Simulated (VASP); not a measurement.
A run of VASP 6.6.1 is set up as follows.

INCAR

```
SYSTEM = Ge
PREC     = Accurate       ! precision mode
ENCUT    = 520            ! plane-wave cutoff, eV
EDIFF    = 1E-6           ! SCF threshold, eV
ISMEAR   = -1             ! smearing method
SIGMA    = 0.05           ! smearing width, eV
LREAL    = .FALSE.        ! projectors in reciprocal space
LASPH    = .TRUE.         ! aspherical terms in the spheres
NELM     = 80             ! most SCF steps
ALGO     = Normal         ! electronic algorithm
ISIF     = 2              ! what is computed and relaxed
LWAVE    = .FALSE.        ! write WAVECAR
LCHARG   = .FALSE.        ! write CHGCAR
GGA      = PS             ! functional
NBANDS   = 36             ! bands
```

Contents of KPOINTS:

```
Automatic mesh
0
G
  8 8 4
  0 0 0
```

File POSCAR:

```
Ge
1.0
    3.8478464410      0.0000000000      0.0000000000
   -1.9239232205      3.3323327678      0.0000000000
    0.0000000000      0.0000000000      6.3552632069
Ge
4
Direct
    0.3333333333      0.6666666667      0.9367744576
    0.6666666667      0.3333333333      0.4367744576
    0.3333333333      0.6666666667      0.5632255424
    0.6666666667      0.3333333333      0.0632255424
```

Potentials or basis: VASP PAW PBE potentials, release 64 (Ge_d).

Run with:

```console
$ cat potpaw_PBE.64/Ge_d/POTCAR > POTCAR
$ mpirun -np 1 vasp_std > vasp.out
```

(1) Predict the band gap on the k mesh.

(2) Predict the pressure.

Results:

(1) 0.03 eV, direct.

(2) 9.8 GPa.

Caveat: the PAW data sets were made with another functional, which shifts forces and pressure a little.
